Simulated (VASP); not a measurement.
# C19O in VASP: notebook

Runs on C19O. Level: PBE. Tasks: single point.

Everything below comes from runs of VASP 6.6.1. Logs are shortened: lines on timing, memory, paths and dates and some standing lists are left out, and cuts for length are marked.

### Step 1. The cell of the first run

The cell holds a slab with vacuum, 20 atoms: a = 7.398 Å, b = 7.398 Å, c = 13.000 Å, α = 90.00°, β = 90.00°, γ = 120.00°.

### Step 2. Single point, PBE

The input, INCAR:

```
SYSTEM = C19O
PREC     = Accurate       ! precision mode
ENCUT    = 520            ! plane-wave cutoff, eV
EDIFF    = 1E-6           ! SCF threshold, eV
ISMEAR   = 0              ! smearing method
SIGMA    = 0.05           ! smearing width, eV
LREAL    = Auto         
LASPH    = .True.         ! aspherical terms in the spheres
NELM     = 100            ! most SCF steps
ALGO     = Normal         ! electronic algorithm
ISIF     = 2              ! what is computed and relaxed
LWAVE    = .False.        ! write WAVECAR
LCHARG   = .False.        ! write CHGCAR
GGA      = PE             ! functional
NBANDS   = 57             ! bands
```

The input, KPOINTS:

```
regular mesh
0
Gamma
  2 2 1
  0 0 0
```

The input, POSCAR:

```
C19O
1.0
    7.3980000000      0.0000000000      0.0000000000
   -3.6990000000      6.4068560000      0.0000000000
    0.0000000000      0.0000000000     13.0000000000
C O
19 1
Direct
   -0.0011399980     -0.0016490147      0.0620703846
    0.2237781626      0.1107928756      0.0619801538
    0.0007146150      0.3338217684      0.0620898462
    0.2218732369      0.4443980011      0.0620810000
    0.0010019732      0.6652829406      0.0620460000
    0.2216189767      0.7756172450      0.0619836154
    0.3340614055      0.0005231895      0.0619063846
    0.5551688048      0.1110632110      0.0619946923
    0.3343284681      0.3319164657      0.0620503846
    0.5549085842      0.4422197096      0.0620733077
    0.3321646443      0.6650083910      0.0620491538
    0.5570891711      0.7774716647      0.0620721538
    0.6676531517     -0.0013852348      0.0620587692
    0.8882539095      0.1088952210      0.0620886154
    0.6654687720      0.3316520615      0.0620626154
    0.8904063089      0.4441218907      0.0620869231
    0.6673762017      0.6671535930      0.0621013846
    0.8885383094      0.7777505847      0.0620903077
    0.1584975892      0.8319884199      0.3439907692
    0.0654065391      0.6849490608      0.3914316923
```

Potentials or basis: VASP PAW PBE potentials, release 64 (C, O).

On the command line:

```console
> cat potpaw_PBE.64/C/POTCAR potpaw_PBE.64/O/POTCAR > POTCAR
> mpirun -np 1 vasp_std > vasp.out
```

OUTCAR:

```text
SYSTEM = C19O
   PREC = Accurate
   ENCUT = 520
   EDIFF = 1E-6
   ISMEAR = 0
   LREAL = Auto
   LASPH = .True.
   NELM = 100
   ISIF = 2
   GGA = PE

 ion  position               nearest neighbor table
   1  0.999  0.998  0.062-  18 1.41  14 1.42   2 1.44
   2  0.224  0.111  0.062-   7 1.41   9 1.42   1 1.44
   3  0.001  0.334  0.062-  16 1.41   4 1.42  14 1.44
   4  0.222  0.444  0.062-  11 1.41   3 1.42   9 1.44
   5  0.001  0.665  0.062-   6 1.41  16 1.42  18 1.44
   6  0.222  0.776  0.062-   5 1.41  11 1.42   7 1.44
[... 10 lines left out ...]
  17  0.667  0.667  0.062-  12 1.41  18 1.42  10 1.44
  18  0.889  0.778  0.062-   1 1.41  17 1.42   5 1.44
  19  0.158  0.832  0.344-  20 1.14
  20  0.065  0.685  0.391-  19 1.14

  LATTYP: Found a hexagonal cell.
 ALAT       =     7.3980000000
 C/A-ratio  =     1.7572316842

  Lattice vectors:

 A1 = (   7.3980000000,   0.0000000000,   0.0000000000)
 A2 = (  -3.6990000000,   6.4068560000,   0.0000000000)
 A3 = (   0.0000000000,   0.0000000000,  13.0000000000)

Analysis of symmetry for initial positions (statically):
=====================================================================
 Subroutine PRICEL returns:
 Original cell was already a primitive cell.

 Routine SETGRP: Setting up the symmetry group for a
 hexagonal supercell.

 Subroutine GETGRP returns: Found  1 space group operations
 (whereof  1 operations were pure point group operations)
 out of a pool of 24 trial point group operations.

The static configuration has the point symmetry C_1 .

Analysis of symmetry for dynamics (positions and initial velocities):
=====================================================================
 Subroutine PRICEL returns:
 Original cell was already a primitive cell.

 Routine SETGRP: Setting up the symmetry group for a
 hexagonal supercell.

 Subroutine GETGRP returns: Found  1 space group operations
 (whereof  1 operations were pure point group operations)
 out of a pool of 24 trial point group operations.

The dynamic configuration has the point symmetry C_1 .

 Subroutine INISYM returns: Found  1 space group operations
 (whereof  1 operations are pure point group operations),
 and found     1 'primitive' translations

----------------------------------------------------------------------------------------

                                     Primitive cell

  volume of cell :     616.1730

  direct lattice vectors                    reciprocal lattice vectors
     7.398000000  0.000000000  0.000000000     0.135171668  0.078041398  0.000000000
    -3.699000000  6.406856000  0.000000000     0.000000000  0.156082796  0.000000000
     0.000000000  0.000000000 13.000000000     0.000000000  0.000000000  0.076923077

  length of vectors
     7.398000000  7.398000054 13.000000000     0.156082797  0.156082796  0.076923077

  position of ions in fractional coordinates (direct lattice)
     0.998860002  0.998350985  0.062070385
     0.223778163  0.110792876  0.061980154
     0.000714615  0.333821768  0.062089846
     0.221873237  0.444398001  0.062081000
     0.001001973  0.665282941  0.062046000
     0.221618977  0.775617245  0.061983615
[... 12 lines left out ...]
     0.158497589  0.831988420  0.343990769
     0.065406539  0.684949061  0.391431692

  ion indices of the primitive-cell ions
   primitive index   ion index
                 1           1
                 2           2
                 3           3
                 4           4
                 5           5
                 6           6
[... 12 lines left out ...]
                19          19
                20          20

----------------------------------------------------------------------------------------

 KPOINTS: regular mesh

Automatic generation of k-mesh.
 Grid dimensions read from file:
 generate k-points for:    2    2    1

 Generating k-lattice:

  Cartesian coordinates                     Fractional coordinates (reciprocal lattice)
     0.067585834  0.039020699  0.000000000     0.500000000 -0.000000000  0.000000000
     0.000000000  0.078041398  0.000000000     0.000000000  0.500000000  0.000000000
     0.000000000  0.000000000  0.076923077     0.000000000  0.000000000  1.000000000

  Length of vectors
     0.078041399  0.078041398  0.076923077

  Shift w.r.t. Gamma in fractional coordinates (k-lattice)
     0.000000000  0.000000000  0.000000000

 Subroutine IBZKPT returns following result:
 ===========================================

 Found      4 irreducible k-points:

 Following reciprocal coordinates:
            Coordinates               Weight
  0.000000  0.000000  0.000000      1.000000
  0.500000  0.000000  0.000000      1.000000
  0.000000  0.500000  0.000000      1.000000
  0.500000  0.500000  0.000000      1.000000
   k-points           NKPTS =      4   k-points in BZ     NKDIM =      4   number of bands    NBANDS=     57
   number of dos      NEDOS =    301   number of ions     NIONS =     20
   total plane-waves  NPLWV = 307328
   dimension x,y,z NGX =    56 NGY =   56 NGZ =   98
   dimension x,y,z NGXF=   112 NGYF=  112 NGZF=  196
   ions per type =              19   1
   NGX,Y,Z   is equivalent  to a cutoff of  12.58, 12.58, 12.53 a.u.
   NGXF,Y,Z  is equivalent  to a cutoff of  25.17, 25.17, 25.06 a.u.
 SYSTEM =  C19O
   PREC   = accura    normal or accurate (medium, high low for compatibility)
   ISTART =      0    job   : 0-new  1-cont  2-samecut
   ICHARG =      2    charge: 1-file 2-atom 10-const
   ISPIN  =      1    spin polarized calculation?
   LNONCOLLINEAR =      F non collinear calculations
   LSORBIT =      F    spin-orbit coupling
   LASPH  =      T    aspherical Exc in radial PAW
   ENCUT  =  520.0 eV  38.22 Ry    6.18 a.u.  13.76 13.76 24.17*2*pi/ulx,y,z
   NELM   =    100;   NELMIN=  2; NELMDL= -5     # of ELM steps
   EDIFF  = 0.1E-05   stopping-criterion for ELM
   LREAL  =      T    real-space projection
   EDIFFG = 0.1E-04   stopping-criterion for IOM
   NSW    =      0    number of steps for IOM
   IBRION =     -1    ionic relax: 0-MD 1-quasi-New 2-CG
   NFREE  =      0    steps in history (QN), initial steepest desc. (CG)
   ISIF   =      2    stress and relaxation
   ISYM   =      2    0-nonsym 1-usesym 2-fastsym
   POTIM  = 0.5000    time-step for ionic-motion
   TEBEG  =    0.0;   TEEND  =   0.0 temperature during run
   PSTRESS=    0.0 pullay stress
   NELECT =      82.0000    total number of electrons
   NUPDOWN=      -1.0000    fix difference up-down
   EMIN   =  10.00;   EMAX   =-10.00  energy-range for DOS
   EFERMI =   0.00;   METHOD = LEGACY
   ISMEAR =     0;   SIGMA  =   0.05  broadening in eV -4-tet -1-fermi 0-gaus
   EFERMI_NEDOS =   21; number of points for ismear=-14 and -15
   IALGO  =     38    algorithm
   IMIX   =      4    mixing-type and parameters
     AMIX     =   0.40;   BMIX     =  1.00
     AMIX_MAG =   1.60;   BMIX_MAG =  1.00
  volume/ion in A,a.u.               =      30.81       207.91
  Fermi-wavevector in a.u.,A,eV,Ry     =   0.835818  1.579468  9.504925  0.698592
  Thomas-Fermi vector in A             =   1.949440
   LORBIT       =      0    0 simple, 1 ext, 2 COOP (PROOUT), +10 PAW based schemes
   GGA     = PE    functional components
   LHFCALC =     F    Hartree Fock is set to
   AEXX    =    0.0000 exact exchange contribution
   IVDW    =     0    specifies the selected vdW correction
   LEPSILON=     F    determine dielectric tensor
   LRPA    =     F    only Hartree local field effects (RPA)
 non-spin polarized calculation
 Gauss-broadening in eV      SIGMA  =   0.05
  energy-cutoff  :      520.00
  volume of cell :      616.17
 maximum number of plane-waves:     16651
 NGX is ok and might be reduce to    56
   NGX = 27   NGY = 27   NGZ = 49

 number of electron      82.0000001 magnetization

 Free energy of the ion-electron system (eV)
  ---------------------------------------------------
  ext. energy  EPLUGINS =         0.00000000
  ---------------------------------------------------
  free energy    TOTEN  =      -180.41378398 eV

  energy without entropy =     -180.41354466  energy(sigma->0) =     -180.41366432

 E-fermi :  -1.6641     XC(G=0):  -3.9502

 val. band max:       -1.7724345579   @ k =   0.0000   0.0000   0.0000
 cond. band min:      -1.5556119158   @ k =   0.0000   0.0000   0.0000
 fundamental gap:      0.2168226421
 Fermi energy:        -1.6641455249

 k-point     1 :       0.0000    0.0000    0.0000
  band No.  band energies     occupation
      1     -26.8099      2.00000
      2     -21.1874      2.00000
      3     -18.6904      2.00000
      4     -18.6857      2.00000
      5     -18.5689      2.00000
      6     -18.5677      2.00000
[... 45 lines left out ...]
     52       3.2106      0.00000
     53       3.3502      0.00000

 k-point     2 :       0.5000    0.0000    0.0000
  band No.  band energies     occupation
      1     -26.8098      2.00000
      2     -20.5348      2.00000
      3     -20.5320      2.00000
      4     -19.2853      2.00000
      5     -19.1961      2.00000
      6     -16.7938      2.00000
[... 45 lines left out ...]
     52       3.4616      0.00000
     53       3.6951      0.00000

 k-point     3 :       0.0000    0.5000    0.0000
  band No.  band energies     occupation
      1     -26.8098      2.00000
      2     -20.5359      2.00000
      3     -20.5309      2.00000
      4     -19.2853      2.00000
      5     -19.1961      2.00000
      6     -16.7940      2.00000
[... 45 lines left out ...]
     52       3.3977      0.00000
     53       3.7237      0.00000

 k-point     4 :       0.5000    0.5000    0.0000
  band No.  band energies     occupation
      1     -26.8098      2.00000
      2     -20.5345      2.00000
      3     -20.5323      2.00000
      4     -19.2857      2.00000
      5     -19.1956      2.00000
      6     -16.7942      2.00000
[... 45 lines left out ...]
     52       3.4949      0.00000
     53       3.6754      0.00000
 [bands above 53 left out]

------------------------ aborting loop because EDIFF is reached ----------------------------------------

  FORCE on cell =-STRESS in cart. coord.  units (eV):
  Direction    XX          YY          ZZ          XY          YZ          ZX
  --------------------------------------------------------------------------------------
  -------------------------------------------------------------------------------------
  Total        1.6031565      2.3069942      0.1890154      0.1211494     -0.4944222     -0.0872588
  in kB        4.1685389      5.9986627      0.4914792      0.3150136     -1.2856000     -0.2268910
  external PRESSURE =       3.5528936 kB  Pullay stress =       0.0000000 kB

 VOLUME and BASIS-vectors are now :
 -----------------------------------------------------------------------------
  energy-cutoff  :      520.00
  volume of cell :      616.17
      direct lattice vectors                 reciprocal lattice vectors
     7.398000000  0.000000000  0.000000000     0.135171668  0.078041398  0.000000000
    -3.699000000  6.406856000  0.000000000     0.000000000  0.156082796  0.000000000
     0.000000000  0.000000000 13.000000000     0.000000000  0.000000000  0.076923077

 POSITION                                       TOTAL-FORCE (eV/Angst)
 -----------------------------------------------------------------------------------
      3.69667      6.39629      0.80691         0.003421      0.007679     -0.000063
      1.24569      0.70983      0.80574        -0.006237      0.000314     -0.002545
     -1.22952      2.13875      0.80717         0.003174     -0.002296      0.000071
     -0.00241      2.84719      0.80705         0.002118     -0.000637      0.002478
     -2.45347      4.26237      0.80660         0.000626      0.004165      0.002315
     -1.22947      4.96927      0.80579        -0.000391     -0.000120      0.002778
[... 12 lines left out ...]
     -1.90496      5.33043      4.47188         0.118741      0.783296     -0.511766
     -2.04975      4.38837      5.08861        -0.119927     -0.784045      0.508875
 -----------------------------------------------------------------------------------
    total drift:                               -0.011188      0.024878      0.010244

  FREE ENERGIE OF THE ION-ELECTRON SYSTEM (eV)
  ---------------------------------------------------
  free  energy   TOTEN  =      -180.4137839801 eV

  energy  without entropy=     -180.4135446619  energy(sigma->0) =     -180.41366432
```

It took 3.3 min on 1 thread of AMD EPYC 9R45 (Zen 5), shared host; peak memory 0.59 GiB.

What came out:

```
Free energy            : -180.4138 eV
Largest force          : 0.943 eV/Å
Band gap on the k mesh : 0.22 eV
```

Forces in eV/Å, atoms in the order of the input:
```
C    0.003  0.008  0.000
C   -0.006  0.000 -0.003
C    0.003 -0.002  0.000
C    0.002 -0.001  0.002
C    0.001  0.004  0.002
C    0.000  0.000  0.003
C    0.002 -0.010  0.000
C    0.005  0.002  0.000
C   -0.006  0.004 -0.002
C   -0.004  0.002  0.000
C    0.004  0.001 -0.002
C   -0.002 -0.007 -0.001
C   -0.006  0.000  0.002
C    0.000  0.007  0.000
C    0.007  0.004 -0.002
C   -0.001 -0.006  0.001
C   -0.005 -0.004  0.004
C    0.004 -0.001 -0.003
C    0.119  0.783 -0.512
O   -0.120 -0.784  0.509
```

Levels at points of the mesh, in eV from the valence-band top:
| k point | band 38 | band 39 | band 40 | band 41 | band 42 | band 43 | band 44 | band 45 |
| --- | --- | --- | --- | --- | --- | --- | --- | --- |
| (0.00, 0.00, 0.00) | -2.93 | -2.93 | 0.00 | 0.00 | 0.22 | 0.22 | 2.25 | 2.26 |
| (0.50, 0.00, 0.00) | -2.57 | -2.52 | -2.52 | -2.25 | 1.78 | 2.21 | 2.27 | 2.59 |
| (0.00, 0.50, 0.00) | -2.57 | -2.52 | -2.52 | -2.25 | 1.78 | 2.26 | 2.26 | 2.59 |
| (0.50, 0.50, 0.00) | -2.57 | -2.52 | -2.52 | -2.25 | 1.78 | 2.22 | 2.25 | 2.60 |

Caveat: the k points lie up to 0.49 Å⁻¹ apart.

### Step 3. Single point, PBE

The input, INCAR:

```
SYSTEM = C19O
PREC     = Accurate       ! precision mode
ENCUT    = 520            ! plane-wave cutoff, eV
EDIFF    = 1E-7           ! SCF threshold, eV
ISMEAR   = 0              ! smearing method
SIGMA    = 0.05           ! smearing width, eV
LREAL    = Auto         
LASPH    = .TRUE.         ! aspherical terms in the spheres
NELM     = 100            ! most SCF steps
ALGO     = Normal         ! electronic algorithm
ISIF     = 2              ! what is computed and relaxed
LWAVE    = .FALSE.        ! write WAVECAR
LCHARG   = .TRUE.         ! write CHGCAR
GGA      = PE             ! functional
LELF     = .TRUE.         ! ELF
LVHAR    = .TRUE.       
NBANDS   = 57             ! bands
```

The input, KPOINTS:

```
Automatic mesh
0
G
  2 2 1
  0 0 0
```

The input, POSCAR:

```
C19O
1.0
    7.3980000000      0.0000000000      0.0000000000
   -3.6990000000      6.4068560000      0.0000000000
    0.0000000000      0.0000000000     13.0000000000
C O
19 1
Direct
   -0.0003051070     -0.0014996435      0.0617690769
    0.2237374627      0.1105041225      0.0617019231
    0.0002035719      0.3340029806      0.0617801538
    0.2231887274      0.4454937024      0.0617801538
    0.0018643549      0.6668203562      0.0617660000
    0.2215563274      0.7766928116      0.0617055385
    0.3335624820      0.0007067429      0.0616344615
    0.5564808574      0.1121550102      0.0617054615
    0.3352093978      0.3334634023      0.0617532308
    0.5548502074      0.4432924667      0.0617624615
    0.3330245873      0.6651816429      0.0617573077
    0.5570455381      0.7771946178      0.0617705385
    0.6685113640      0.0001524929      0.0617580000
    0.8881857850      0.1099687585      0.0617783846
    0.6663138361      0.3318120463      0.0617549231
    0.8903584924      0.4438348544      0.0617803846
    0.6668640926      0.6673340247      0.0617870769
    0.8898466899      0.7788380135      0.0617882308
    0.2430153988      0.8299034659      0.3501325385
    0.1403215613      0.6757401758      0.3906421538
```

Potentials or basis: VASP PAW PBE potentials, release 64 (C, O).

On the command line:

```console
> cat potpaw_PBE.64/C/POTCAR potpaw_PBE.64/O/POTCAR > POTCAR
> mpirun -np 1 vasp_std > vasp.out
```

It took 4 min on 1 thread of AMD EPYC 9R45 (Zen 5), shared host; peak memory 0.59 GiB.

The run converged. Its results:

```
Free energy            : -180.4133 eV
Largest force          : 0.941 eV/Å
Band gap on the k mesh : 0.21 eV
```

Forces in eV/Å, atoms in the order of the input:
```
C   -0.008  0.001 -0.001
C    0.006  0.004 -0.002
C   -0.004  0.010  0.000
C   -0.002  0.018  0.000
C    0.015  0.002 -0.001
C   -0.009 -0.020  0.001
C   -0.008  0.004  0.001
C    0.001  0.016 -0.003
C    0.005  0.003 -0.001
C   -0.003 -0.010  0.000
C   -0.006 -0.013 -0.001
C    0.019 -0.008 -0.001
C    0.013  0.002  0.003
C   -0.009 -0.012  0.000
C   -0.001 -0.008 -0.004
C    0.014 -0.007  0.005
C   -0.015  0.009  0.000
C   -0.006  0.011  0.000
C    0.155  0.817 -0.433
O   -0.157 -0.818  0.436
```

Levels at points of the mesh, in eV from the valence-band top:
```tsv
k point	band 37	band 38	band 39	band 40	band 41	band 42	band 43	band 44	band 45	band 46
(0.00, 0.00, 0.00)	-4.42	-2.94	-2.94	0.00	0.00	0.21	0.21	2.26	2.26	3.32
(0.50, 0.00, 0.00)	-2.58	-2.57	-2.53	-2.52	-2.26	1.78	2.22	2.26	2.59	2.60
(0.00, 0.50, 0.00)	-2.58	-2.57	-2.53	-2.53	-2.26	1.78	2.26	2.27	2.59	2.60
(0.50, 0.50, 0.00)	-2.58	-2.57	-2.53	-2.52	-2.26	1.78	2.23	2.26	2.59	2.59
```

Caveat: the k points lie up to 0.49 Å⁻¹ apart.
